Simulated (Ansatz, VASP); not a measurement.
BeS: VASP beside Ansatz

Contents of INCAR:

```
PREC     = Accurate       # precision mode
ENCUT    = 520            # plane-wave cutoff, eV
EDIFF    = 1E-7           # SCF threshold, eV
ISMEAR   = 0              # smearing method
SIGMA    = 0.05           # smearing width, eV
LREAL    = False          # projectors in reciprocal space
LASPH    = True           # aspherical terms in the spheres
NELM     = 60             # most SCF steps
ALGO     = Normal         # electronic algorithm
ISIF     = 2              # what is computed and relaxed
LWAVE    = False          # write WAVECAR
LCHARG   = False          # write CHGCAR
GGA      = PS             # functional
NBANDS   = 11             # bands
```

KPOINTS

```
Automatic mesh
0
Gamma
  10 10 10
```

File POSCAR:

```
BeS
1.0
    0.0000000000      2.4152264661      2.3017501821
    2.3017501821      0.0000000000      2.3017501821
    2.3017501821      2.4152264661      0.0000000000
Be S
1 1
Direct
    0.0000000000      0.0000000000      0.0000000000
    0.7500000000      0.7500000000      0.7500000000
```

Input for Ansatz:

```yaml
crystal:
  lattice:
    - [0.0, 2.4152264661, 2.3017501821]
    - [2.3017501821, 0.0, 2.3017501821]
    - [2.3017501821, 2.4152264661, 0.0]
  atoms:
    - { symbol: Be, position: [0.0, 0.0, 0.0] }
    - { symbol: S, position: [0.75, 0.75, 0.75] }
basis:
  ecutwfc: 520.0
kpoints:
  mp_grid: { grid: [10, 10, 10] }
hamiltonian:
  xc: pbesol
scf:
  occupations: { method: gaussian, width: 0.05 }
output:
  forces: true
  stress: true
  eigenvalues: true
```

Alike in both runs: task single point; functional PBEsol; k mesh 10 × 10 × 10; occupations gaussian, width 0.05 eV; no spin polarisation.

```csv
,VASP,Ansatz
version,VASP 6.6.1,Ansatz 0.2.0
potentials or method,"VASP PAW PBE potentials, release 64 (Be, S), cutoff 520 eV","scalar-relativistic, plane waves, PAW"
valence electrons in the cell,8,8
```

Ansatz gave:

```
gap on the k mesh at the Fermi level (eV)                     : 2.41
least direct gap on the mesh (eV)                             : 5.40
pressure (GPa)                                                : 11.8
traceless stress, the component that is largest in VASP (GPa) : -3.53
```

Q: What did VASP give for the same quantities?

A: gap on the k mesh at the Fermi level (eV): 2.42; least direct gap on the mesh (eV): 5.43; pressure (GPa): 12.0; traceless stress, the component that is largest in VASP (GPa): -3.51.

VASP's potentials were made for PBE, not for PBEsol.
